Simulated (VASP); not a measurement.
# Au in VASP: settings compared, part 2 of 2

VASP 6.6.1. Earlier steps stand in the parts before.

## 3. Single point, r2SCAN+rVV10

This run uses another cell than the first one, of 17.19 Å³/atom, 0.993 times its volume.

Contents of POSCAR:

```
Au
1.0
    0.0000000000      2.0484772140      2.0484772140
    2.0484772140      0.0000000000      2.0484772140
    2.0484772140      2.0484772140      0.0000000000
Au
1
Direct
    0.0000000000      0.0000000000      0.0000000000
```

Contents of INCAR.step1:

```
SYSTEM = Au
PREC = Accurate
ENCUT = 550
ISMEAR = -1
SIGMA = 0.05
LREAL = .False.
LASPH = .True.
NELM = 120
NBANDS = 16
GGA = PE
ALGO = Normal
EDIFF = 1E-5
LWAVE = .True.
LCHARG = .False.
GGA_COMPAT = .False.
```

Contents of INCAR.step2:

```
SYSTEM = Au
PREC = Accurate
ENCUT = 550
EDIFF = 1E-6
ISMEAR = -1
SIGMA = 0.05
LREAL = .False.
LASPH = .True.
NELM = 120
ALGO = Normal
ISIF = 2
LWAVE = .False.
LCHARG = .False.
METAGGA = R2SCAN
LMIXTAU = .True.
LUSE_VDW = .True.
IVDW_NL = 2
BPARAM = 11.95
CPARAM = 0.0093
NBANDS = 16
ISTART = 1
GGA_COMPAT = .False.
```

Contents of KPOINTS:

```
regular mesh
0
Gamma
  11 11 11
  0 0 0
```

Potentials or basis: VASP PAW PBE potentials, release 64 (Au_sv_GW).

Command:

```bash
$ cat potpaw_PBE.64/Au_sv_GW/POTCAR > POTCAR
$ cp INCAR.step1 INCAR
$ mpirun -np 1 vasp_std > vasp.out
$ cp INCAR.step2 INCAR
$ mpirun -np 1 vasp_std > vasp.out
```

OUTCAR:

```text
SYSTEM = Au
   PREC = Accurate
   ENCUT = 550
   EDIFF = 1E-6
   ISMEAR = -1
   LREAL = .False.
   LASPH = .True.
   NELM = 120
   ISIF = 2
   METAGGA = R2SCAN
   IVDW_NL = 2
   BPARAM = 11.95
   ISTART = 1

 ion  position               nearest neighbor table
   1  0.000  0.000  0.000-

  LATTYP: Found a face centered cubic cell.
 ALAT       =     4.0969544280

  Lattice vectors:

 A1 = (   0.0000000000,   2.0484772140,   2.0484772140)
 A2 = (   2.0484772140,   0.0000000000,   2.0484772140)
 A3 = (   2.0484772140,   2.0484772140,   0.0000000000)

Analysis of symmetry for initial positions (statically):
=====================================================================
 Subroutine PRICEL returns:
 Original cell was already a primitive cell.

 Routine SETGRP: Setting up the symmetry group for a
 face centered cubic supercell.

 Subroutine GETGRP returns: Found 48 space group operations
[... 9 lines left out ...]

 Routine SETGRP: Setting up the symmetry group for a
 face centered cubic supercell.

 Subroutine GETGRP returns: Found 48 space group operations
[... 11 lines left out ...]
                                     Primitive cell

  volume of cell :      17.1919

  direct lattice vectors                    reciprocal lattice vectors
     0.000000000  2.048477214  2.048477214    -0.244083750  0.244083750  0.244083750
     2.048477214  0.000000000  2.048477214     0.244083750 -0.244083750  0.244083750
     2.048477214  2.048477214  0.000000000     0.244083750  0.244083750 -0.244083750

  length of vectors
     2.896984258  2.896984258  2.896984258     0.422765456  0.422765456  0.422765456

  position of ions in fractional coordinates (direct lattice)
     0.000000000  0.000000000  0.000000000

  ion indices of the primitive-cell ions
   primitive index   ion index
                 1           1

----------------------------------------------------------------------------------------

 KPOINTS: regular mesh

Automatic generation of k-mesh.
 Grid dimensions read from file:
 generate k-points for:   11   11   11

 Generating k-lattice:

  Cartesian coordinates                     Fractional coordinates (reciprocal lattice)
    -0.022189432  0.022189432  0.022189432     0.090909091  0.000000000  0.000000000
     0.022189432 -0.022189432  0.022189432     0.000000000  0.090909091  0.000000000
     0.022189432  0.022189432 -0.022189432     0.000000000  0.000000000  0.090909091

  Length of vectors
     0.038433223  0.038433223  0.038433223

  Shift w.r.t. Gamma in fractional coordinates (k-lattice)
     0.000000000  0.000000000  0.000000000

 Subroutine IBZKPT returns following result:
 ===========================================

 Found     56 irreducible k-points:

 Following reciprocal coordinates:
            Coordinates               Weight
  0.000000  0.000000  0.000000      1.000000
  0.090909  0.000000  0.000000      8.000000
  0.181818  0.000000  0.000000      8.000000
  0.272727  0.000000  0.000000      8.000000
  0.363636  0.000000  0.000000      8.000000
  0.454545  0.000000  0.000000      8.000000
[... 16 lines left out ...]
 -0.272727  0.181818  0.000000     24.000000
 -0.181818  0.181818  0.000000     12.000000
 [... further k-points ...]
   k-points           NKPTS =     56   k-points in BZ     NKDIM =     56   number of bands    NBANDS=     16
   number of dos      NEDOS =    301   number of ions     NIONS =      1
   total plane-waves  NPLWV =  13824
   dimension x,y,z NGX =    24 NGY =   24 NGZ =   24
   dimension x,y,z NGXF=    48 NGYF=   48 NGZF=   48
   ions per type =               1
   NGX,Y,Z   is equivalent  to a cutoff of  13.77, 13.77, 13.77 a.u.
   NGXF,Y,Z  is equivalent  to a cutoff of  27.55, 27.55, 27.55 a.u.
 SYSTEM =  Au
   PREC   = accura    normal or accurate (medium, high low for compatibility)
   ISTART =      1    job   : 0-new  1-cont  2-samecut
   ICHARG =      0    charge: 1-file 2-atom 10-const
   ISPIN  =      1    spin polarized calculation?
   LNONCOLLINEAR =      F non collinear calculations
   LSORBIT =      F    spin-orbit coupling
   LASPH  =      T    aspherical Exc in radial PAW
   ENCUT  =  550.0 eV  40.42 Ry    6.36 a.u.   5.54  5.54  5.54*2*pi/ulx,y,z
   NELM   =    120;   NELMIN=  2; NELMDL=  0     # of ELM steps
   EDIFF  = 0.1E-05   stopping-criterion for ELM
   LREAL  =      F    real-space projection
   EDIFFG = 0.1E-04   stopping-criterion for IOM
   NSW    =      0    number of steps for IOM
   IBRION =     -1    ionic relax: 0-MD 1-quasi-New 2-CG
   NFREE  =      0    steps in history (QN), initial steepest desc. (CG)
   ISIF   =      2    stress and relaxation
   ISYM   =      2    0-nonsym 1-usesym 2-fastsym
   POTIM  = 0.5000    time-step for ionic-motion
   TEBEG  =    0.0;   TEEND  =   0.0 temperature during run
   PSTRESS=    0.0 pullay stress
   NELECT =      19.0000    total number of electrons
   NUPDOWN=      -1.0000    fix difference up-down
   EMIN   =  10.00;   EMAX   =-10.00  energy-range for DOS
[... 5 lines left out ...]
     AMIX     =   0.40;   BMIX     =  1.00
     AMIX_MAG =   1.60;   BMIX_MAG =  1.00
  volume/ion in A,a.u.               =      17.19       116.02
  Fermi-wavevector in a.u.,A,eV,Ry     =   1.692589  3.198530 38.978762  2.864858
  Thomas-Fermi vector in A             =   2.774148
   LORBIT       =      0    0 simple, 1 ext, 2 COOP (PROOUT), +10 PAW based schemes
   METAGGA = R2SCAN    functional components
   LHFCALC =     F    Hartree Fock is set to
   AEXX    =    0.0000 exact exchange contribution
   IVDW_NL    =     2    kernel type
   BPARAM     =11.9500
   IVDW    =     0    specifies the selected vdW correction
   LEPSILON=     F    determine dielectric tensor
   LRPA    =     F    only Hartree local field effects (RPA)
 non-spin polarized calculation
  energy-cutoff  :      550.00
  volume of cell :       17.19
 maximum number of plane-waves:       531
 NGX is ok and might be reduce to    24
   NGX = 11   NGY = 11   NGZ = 11

 number of electron      19.0000005 magnetization

 Free energy of the ion-electron system (eV)
  ---------------------------------------------------
  ext. energy  EPLUGINS =         0.00000000
  ---------------------------------------------------
  free energy    TOTEN  =       -49.43840746 eV

  energy without entropy =      -49.43777242  energy(sigma->0) =      -49.43808994

 E-fermi :   8.6120     XC(G=0): -14.2359

 val. band max:        8.4237793756   @ k =   0.4545   0.3636   0.0000
 cond. band min:       8.7648021009   @ k =  -0.4545   0.0909   0.0000
 fundamental gap:      0.3410227253
 Fermi energy:         8.6119828135

 k-point     1 :       0.0000    0.0000    0.0000
  band No.  band energies     occupation
      1     -99.4302      2.00000
      2     -50.0486      2.00000
      3     -50.0486      2.00000
      4     -50.0486      2.00000
      5      -1.4753      2.00000
      6       3.5786      2.00000
[... 8 lines left out ...]
     15      33.0821      0.00000
     16      37.6437      0.00000

 k-point     2 :       0.0909    0.0000    0.0000
  band No.  band energies     occupation
      1     -99.4291      2.00000
      2     -50.0664      2.00000
      3     -50.0513      2.00000
      4     -50.0513      2.00000
      5      -1.1808      2.00000
      6       3.4918      2.00000
[... 8 lines left out ...]
     15      33.7270      0.00000
     16      35.7740      0.00000

 k-point     3 :       0.1818    0.0000    0.0000
  band No.  band energies     occupation
      1     -99.4264      2.00000
      2     -50.1141      2.00000
      3     -50.0584      2.00000
      4     -50.0584      2.00000
      5      -0.3782      2.00000
      6       3.3616      2.00000
[... 8 lines left out ...]
     15      31.4517      0.00000
     16      33.5522      0.00000
[... 362 lines left out ...]
 k-point    23 :      -0.2727    0.1818    0.0000
  band No.  band energies     occupation
      1     -99.4187      2.00000
      2     -50.2088      2.00000
      3     -50.1228      2.00000
      4     -50.0768      2.00000
      5       1.8007      2.00000
      6       3.2320      2.00000
[... 8 lines left out ...]
     15      30.4873      0.00000
     16      34.8157      0.00000

 k-point    24 :      -0.1818    0.1818    0.0000
  band No.  band energies     occupation
      1     -99.4217      2.00000
      2     -50.1711      2.00000
      3     -50.1025      2.00000
      4     -50.0662      2.00000
      5       1.1393      2.00000
      6       2.9849      2.00000
[... 8 lines left out ...]
     15      31.1156      0.00000
     16      33.8316      0.00000

 [... further k-points ...]

------------------------ aborting loop because EDIFF is reached ----------------------------------------

  FORCE on cell =-STRESS in cart. coord.  units (eV):
  Direction    XX          YY          ZZ          XY          YZ          ZX
  --------------------------------------------------------------------------------------
  -------------------------------------------------------------------------------------
  Total        0.0314641      0.0314641      0.0314641      0.0000000      0.0000000      0.0000000
  in kB        2.9322623      2.9322623      2.9322623      0.0000000      0.0000000      0.0000000
  external PRESSURE =       2.9322623 kB  Pullay stress =       0.0000000 kB

 VOLUME and BASIS-vectors are now :
 -----------------------------------------------------------------------------
  energy-cutoff  :      550.00
  volume of cell :       17.19
      direct lattice vectors                 reciprocal lattice vectors
     0.000000000  2.048477214  2.048477214    -0.244083750  0.244083750  0.244083750
     2.048477214  0.000000000  2.048477214     0.244083750 -0.244083750  0.244083750
     2.048477214  2.048477214  0.000000000     0.244083750  0.244083750 -0.244083750

 POSITION                                       TOTAL-FORCE (eV/Angst)
 -----------------------------------------------------------------------------------
      0.00000      0.00000      0.00000        -0.000000     -0.000000     -0.000000
 -----------------------------------------------------------------------------------
    total drift:                               -0.000000      0.000000     -0.000000

  FREE ENERGIE OF THE ION-ELECTRON SYSTEM (eV)
  ---------------------------------------------------
  free  energy   TOTEN  =       -49.4384074638 eV

  energy  without entropy=      -49.4377724162  energy(sigma->0) =      -49.43808994
```

It took 67 s on 1 thread of AMD EPYC 9R45 (Zen 5), shared host; peak memory 0.19 GiB.

Results:

* Free energy: -49.4384 eV
* Pressure: 0.3 GPa

Caveat: the PAW data sets were made with another functional, which shifts forces and pressure a little; spin-orbit coupling is left out, which moves the levels of the heavy elements.

## 4. Single point, B3LYP

This run uses another cell than the first one, of 17.19 Å³/atom, 0.993 times its volume.

POSCAR is that of step 3.

Contents of INCAR.step1:

```
SYSTEM = Au
  PREC = Accurate
  ENCUT = 520
  EDIFF = 1E-5
  ISMEAR = -1
  SIGMA = 0.05
  LREAL = .FALSE.
  LASPH = .TRUE.
  NELM = 60
  ALGO = Normal
  ISIF = 2
  LWAVE = .TRUE.
  LCHARG = .FALSE.
  GGA = PE
  NBANDS = 12
```

Contents of INCAR.step2:

```
SYSTEM = Au
  PREC = Accurate
  ENCUT = 520
  EDIFF = 1E-6
  ISMEAR = -1
  SIGMA = 0.05
  LREAL = .FALSE.
  LASPH = .TRUE.
  NELM = 60
  ALGO = Normal
  ISIF = 2
  LWAVE = .FALSE.
  LCHARG = .FALSE.
  GGA = B3
  LHFCALC = .TRUE.
  AEXX = 0.2
  AGGAX = 0.72
  AGGAC = 0.81
  ALDAC = 0.19
  PRECFOCK = Normal
  ISTART = 1
  NBANDS = 12
```

Contents of KPOINTS:

```
regular mesh
0
G
  6 6 6
  0 0 0
```

Potentials or basis: VASP PAW PBE potentials, release 64 (Au).

Command:

```bash
$ cat potpaw_PBE.64/Au/POTCAR > POTCAR
$ cp INCAR.step1 INCAR
$ mpirun -np 1 vasp_std > vasp.out
$ cp INCAR.step2 INCAR
$ mpirun -np 1 vasp_std > vasp.out
```

OUTCAR:

```text
SYSTEM = Au
   PREC = Accurate
   ENCUT = 520
   EDIFF = 1E-6
   ISMEAR = -1
   LREAL = .FALSE.
   LASPH = .TRUE.
   NELM = 60
   ISIF = 2
   GGA = B3
   LHFCALC = .TRUE.
   AEXX = 0.2
   PRECFOCK = Normal
   ISTART = 1

 ion  position               nearest neighbor table
   1  0.000  0.000  0.000-

  LATTYP: Found a face centered cubic cell.
 ALAT       =     4.0969544280

  Lattice vectors:
[... 417 lines left out ...]
      8      18.6973      0.00000
      9      20.0966      0.00000
     10      31.9756      0.00000
     11      32.5451      0.00000
     12      35.8308      0.00000

------------------------ aborting loop because EDIFF is reached ----------------------------------------

  FORCE on cell =-STRESS in cart. coord.  units (eV):
  Direction    XX          YY          ZZ          XY          YZ          ZX
  --------------------------------------------------------------------------------------
  -------------------------------------------------------------------------------------
  Total        1.6754066      1.6754066      1.6754066     -0.0000000     -0.0000000      0.0000000
  in kB      156.1375643    156.1375643    156.1375643     -0.0000000     -0.0000000      0.0000000
  external PRESSURE =     156.1375643 kB  Pullay stress =       0.0000000 kB

 VOLUME and BASIS-vectors are now :
 -----------------------------------------------------------------------------
  energy-cutoff  :      520.00
  volume of cell :       17.19
      direct lattice vectors                 reciprocal lattice vectors
     0.000000000  2.048477214  2.048477214    -0.244083750  0.244083750  0.244083750
     2.048477214  0.000000000  2.048477214     0.244083750 -0.244083750  0.244083750
     2.048477214  2.048477214  0.000000000     0.244083750  0.244083750 -0.244083750

 POSITION                                       TOTAL-FORCE (eV/Angst)
 -----------------------------------------------------------------------------------
      0.00000      0.00000      0.00000         0.000000      0.000000     -0.000000
 -----------------------------------------------------------------------------------
    total drift:                               -0.000000      0.000000      0.000000

  FREE ENERGIE OF THE ION-ELECTRON SYSTEM (eV)
  ---------------------------------------------------
  free  energy   TOTEN  =        -2.7252179021 eV

  energy  without entropy=       -2.7178614115  energy(sigma->0) =       -2.72153966
```

OUTCAR.step1:

```text
SYSTEM = Au
   PREC = Accurate
   ENCUT = 520
   EDIFF = 1E-5
   ISMEAR = -1
   LREAL = .FALSE.
[... 447 lines left out ...]
 -----------------------------------------------------------------------------------
      0.00000      0.00000      0.00000         0.000000      0.000000      0.000000
 -----------------------------------------------------------------------------------
    total drift:                                0.000000      0.000000     -0.000000

  FREE ENERGIE OF THE ION-ELECTRON SYSTEM (eV)
  ---------------------------------------------------
  free  energy   TOTEN  =        -3.1376168991 eV

  energy  without entropy=       -3.1298550552  energy(sigma->0) =       -3.13373598
```

OSZICAR.step1:

```text
N       E                     dE             d eps       ncg     rms          rms(c)
DAV:   1     0.501017013594E+02    0.50102E+02   -0.55548E+03   392   0.815E+02
DAV:   2    -0.267841541692E+01   -0.52780E+02   -0.49605E+02   460   0.187E+02
DAV:   3    -0.339613495103E+01   -0.71772E+00   -0.71639E+00   464   0.207E+01
DAV:   4    -0.339897501445E+01   -0.28401E-02   -0.28399E-02   464   0.156E+00
DAV:   5    -0.339899656100E+01   -0.21547E-04   -0.21545E-04   468   0.125E-01    0.937E+00
DAV:   6    -0.315908711627E+01    0.23991E+00   -0.62703E-01   416   0.641E+00    0.593E+00
DAV:   7    -0.313975199947E+01    0.19335E-01   -0.69064E-02   448   0.214E+00    0.273E+00
DAV:   8    -0.313762540301E+01    0.21266E-02   -0.18902E-03   420   0.372E-01    0.261E-01
DAV:   9    -0.313761146722E+01    0.13936E-04   -0.93110E-06   436   0.272E-02    0.154E-02
DAV:  10    -0.313761689906E+01   -0.54318E-05   -0.25634E-06   268   0.154E-02
   1 F= -.31376169E+01 E0= -.31337360E+01  d E =-.776184E-02
```

It took 10 min on 1 thread of Intel Xeon 6975P-C, shared host; peak memory 0.16 GiB.

What came out:

```yaml
Free_energy: -2.7252 eV
Pressure: 15.6 GPa
```

Caveat: the k points lie up to 0.44 Å⁻¹ apart; the PAW data sets were made with another functional, which shifts forces and pressure a little; spin-orbit coupling is left out, which moves the levels of the heavy elements.

## 5. The runs side by side

```csv
level,potentials or basis,spin,cell,k mesh,cutoff (eV),second run,grid for exact exchange (PRECFOCK),gap on the mesh (eV),pressure (GPa)
PBE+D4,"VASP PAW PBE potentials, release 64 (Au)","collinear, ferromagnetic start","a = 2.904 Å, angles 60.0°, 1 atom",9 × 9 × 9,520,-,-,none,-0.3
r2SCAN+rVV10,"VASP PAW PBE potentials, release 64 (Au_sv_GW)",off,"a = 2.897 Å, angles 60.0°, 1 atom",11 × 11 × 11,550,valence_matched,-,none,0.3
B3LYP,"VASP PAW PBE potentials, release 64 (Au)",off,"a = 2.897 Å, angles 60.0°, 1 atom",6 × 6 × 6,520,-,Normal,none,15.6
```

Alike in all rows: task single point; smearing fermi-dirac 0.05 eV.

Caveats: some runs use coarse meshes; spin-orbit coupling is left out, which moves the levels of the heavy elements; the PAW data sets were made with another functional, which shifts forces and pressure a little (some runs); pairwise dispersion overbinds metals, which lowers pressure and volume (some runs).

Total energies depend on the potentials used, so only differences within one code and one set of settings carry meaning.
